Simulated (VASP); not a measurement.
# SiC (R-3m) in VASP: settings compared, part 2 of 2

VASP 6.6.1. The steps go on from the part before.

**4. Single point, r2SCAN**

POSCAR reads:

```
SiC
1.0
    1.2669330198      0.7314641200      7.1782541025
   -1.2669330198      0.7314641200      7.1782541025
    0.0000000000     -1.4629282400      7.1782541025
C Si
2 2
Direct
    0.1767202042      0.1767202042      0.1767202042
    0.8232797958      0.8232797958      0.8232797958
    0.7286037302      0.7286037302      0.7286037302
    0.2713962698      0.2713962698      0.2713962698
```

INCAR.step1 reads:

```
ALGO     = Normal         # electronic algorithm
EDIFF    = 1E-5           # SCF threshold, eV
ENCUT    = 660            # plane-wave cutoff, eV
GGA      = PE             # functional
GGA_COMPAT= False        
ISMEAR   = -1             # smearing method
LASPH    = True           # aspherical terms in the spheres
LCHARG   = False          # write CHGCAR
LREAL    = False          # projectors in reciprocal space
LWAVE    = True           # write WAVECAR
NBANDS   = 16             # bands
NELM     = 120            # most SCF steps
PREC     = Accurate       # precision mode
SIGMA    = 0.02           # smearing width, eV
```

INCAR.step2 reads:

```
ALGO     = Normal         # electronic algorithm
EDIFF    = 1E-6           # SCF threshold, eV
ENCUT    = 660            # plane-wave cutoff, eV
GGA_COMPAT= False        
ISIF     = 2              # what is computed and relaxed
ISMEAR   = -1             # smearing method
ISTART   = 1            
LASPH    = True           # aspherical terms in the spheres
LCHARG   = False          # write CHGCAR
LMIXTAU  = True         
LREAL    = False          # projectors in reciprocal space
LWAVE    = False          # write WAVECAR
METAGGA  = R2SCAN         # meta-GGA
NBANDS   = 16             # bands
NELM     = 120            # most SCF steps
PREC     = Accurate       # precision mode
SIGMA    = 0.02           # smearing width, eV
```

KPOINTS reads:

```
k-points
0
Gamma
  8 8 8
```

Potentials or basis: VASP PAW PBE potentials, release 64 (C, Si).

Command:

```sh
$ cat potpaw_PBE.64/C/POTCAR potpaw_PBE.64/Si/POTCAR > POTCAR
$ cp INCAR.step1 INCAR
$ mpirun -np 1 vasp_std > vasp.out
$ cp INCAR.step2 INCAR
$ mpirun -np 1 vasp_std > vasp.out
```

OUTCAR:

```text
EDIFF = 1E-6
   ENCUT = 660
   ISIF = 2
   ISMEAR = -1
   ISTART = 1
   LASPH = True
   LREAL = False
   METAGGA = R2SCAN
   NELM = 120
   PREC = Accurate

 ion  position               nearest neighbor table
   1  0.177  0.177  0.177-   2 1.53   2 1.53   2 1.53   4 2.04
   2  0.823  0.823  0.823-   1 1.53   1 1.53   1 1.53   3 2.04
   3  0.729  0.729  0.729-   2 2.04   4 3.04   4 3.04   4 3.04
   4  0.271  0.271  0.271-   1 2.04   3 3.04   3 3.04   3 3.04

  LATTYP: Found a trigonal (rhomboedric) cell.
 ALAT       =     7.3258099208
 COS(alpha) =     0.9401828091
[... 647 lines left out ...]

 [... further k-points ...]
[... 5 lines left out ...]
  --------------------------------------------------------------------------------------
  -------------------------------------------------------------------------------------
  Total        0.4372249      0.4372249     -0.6083985      0.0000000      0.0000000      0.0000000
  in kB       17.5508723     17.5508723    -24.4220400      0.0000000      0.0000000      0.0000000
  external PRESSURE =       3.5599015 kB  Pullay stress =       0.0000000 kB

 VOLUME and BASIS-vectors are now :
 -----------------------------------------------------------------------------
  energy-cutoff  :      660.00
  volume of cell :       39.91
      direct lattice vectors                 reciprocal lattice vectors
     1.266933020  0.731464120  7.178254103     0.394653855  0.227853509  0.046436547
    -1.266933020  0.731464120  7.178254103    -0.394653855  0.227853509  0.046436547
     0.000000000 -1.462928240  7.178254103     0.000000000 -0.455707019  0.046436547

 POSITION                                       TOTAL-FORCE (eV/Angst)
 -----------------------------------------------------------------------------------
      0.00000      0.00000      3.80563         0.000000      0.000000     -0.029090
      0.00000      0.00000     17.72913         0.000000      0.000000      0.029090
      0.00000      0.00000     15.69031         0.000000      0.000000     -0.122376
      0.00000      0.00000      5.84445         0.000000     -0.000000      0.122376
 -----------------------------------------------------------------------------------
    total drift:                               -0.000000     -0.000000      0.000000

  FREE ENERGIE OF THE ION-ELECTRON SYSTEM (eV)
  ---------------------------------------------------
  free  energy   TOTEN  =       -35.3132135668 eV

  energy  without entropy=      -35.3110432548  energy(sigma->0) =      -35.31212841
```

OUTCAR.step1:

```text
EDIFF = 1E-5
   ENCUT = 660
   GGA = PE
   ISMEAR = -1
   LASPH = True
   LREAL = False
[... 684 lines left out ...]
      0.00000      0.00000     17.72913         0.000000     -0.000000      0.264245
      0.00000      0.00000     15.69031         0.000000     -0.000000     -0.278360
      0.00000      0.00000      5.84445         0.000000      0.000000      0.278360
 -----------------------------------------------------------------------------------
    total drift:                               -0.000000     -0.000000      0.000000

  FREE ENERGIE OF THE ION-ELECTRON SYSTEM (eV)
  ---------------------------------------------------
  free  energy   TOTEN  =       -27.4341426437 eV

  energy  without entropy=      -27.4333190618  energy(sigma->0) =      -27.43373085
```

Run time: 34 min. Hardware: 1 thread of Intel Xeon Platinum 8488C (Sapphire Rapids), shared host; peak memory 0.62 GiB.

Results:

```
Free energy            : -35.3132 eV
Pressure               : 0.4 GPa
Largest force          : 0.122 eV/Å
Band gap on the k mesh : zero (bands 8 and 9 overlap by 6.83 eV)
```

Forces in eV/Å, atoms in the order of the input:
```
C    0.000  0.000 -0.029
C    0.000  0.000  0.029
Si   0.000  0.000 -0.122
Si   0.000  0.000  0.122
```

Caveat: the PAW data sets were made with another functional, which shifts forces and pressure a little.

**5. Overview**

| level | k mesh | cutoff (eV) | gap on the mesh (eV) | pressure (GPa) | largest force (eV/Å) |
| --- | --- | --- | --- | --- | --- |
| PBE | 6 × 6 × 6 | 600 | none | 3.2 | 0.28 |
| PBE | 8 × 8 × 8 | 600 | none | 3.3 | 0.28 |
| r2SCAN | 8 × 8 × 8 | 660 | none | 0.4 | 0.12 |

Alike in all rows: task single point; potentials or basis VASP PAW PBE potentials, release 64 (C, Si); no spin polarisation; cell as given; smearing fermi-dirac 0.02 eV.

Caveats: some runs use coarse meshes; the cell stands under pressure (at least some runs); the PAW data sets were made with another functional, which shifts forces and pressure a little (at least some runs).

Absolute energies hang on the potentials; compare differences alone.
